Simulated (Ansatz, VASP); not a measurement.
## BiTe in VASP and in Ansatz

```
Bi Te
1.0
     2.39925    1.38521    3.19511
    -2.39925    1.38521    3.19511
     0.00000   -2.77041    3.19511
Bi Te
1 1
Cartesian
  0.0000 0.0000 4.7927
  0.0000 0.0000 0.0000
```

Alike in both runs: functional PBEsol; k mesh 12 × 12 × 12; occupations gaussian, width 0.1 eV; no spin polarisation.

Ansatz relaxed the structure, and its values are those at the end. VASP's run is a single point on that final structure, the one shown.

```csv
,VASP,Ansatz
version,VASP 6.6.1,Ansatz 0.2.0
potentials or method,"VASP PAW PBE potentials, release 64 (Bi_d, Te), cutoff 520 eV","scalar-relativistic, plane waves, PAW"
valence electrons in the cell,21,31
```

```tsv
	VASP	Ansatz	Ansatz less VASP
gap on the k mesh at the Fermi level (eV)	none	none	-
pressure (GPa)	0.0	0.0	+0.01
```

VASP's potentials were made for PBE, not for PBEsol. A gap of «none» marks a metal or a gap that the smearing closes. With one functional, cell and mesh, what is left measures potentials, basis and numerics. VASP's potentials hold 21 valence electrons a cell and Ansatz's 31, so a difference there can come from the potentials and not from the codes.

Neither program's run includes spin-orbit coupling.
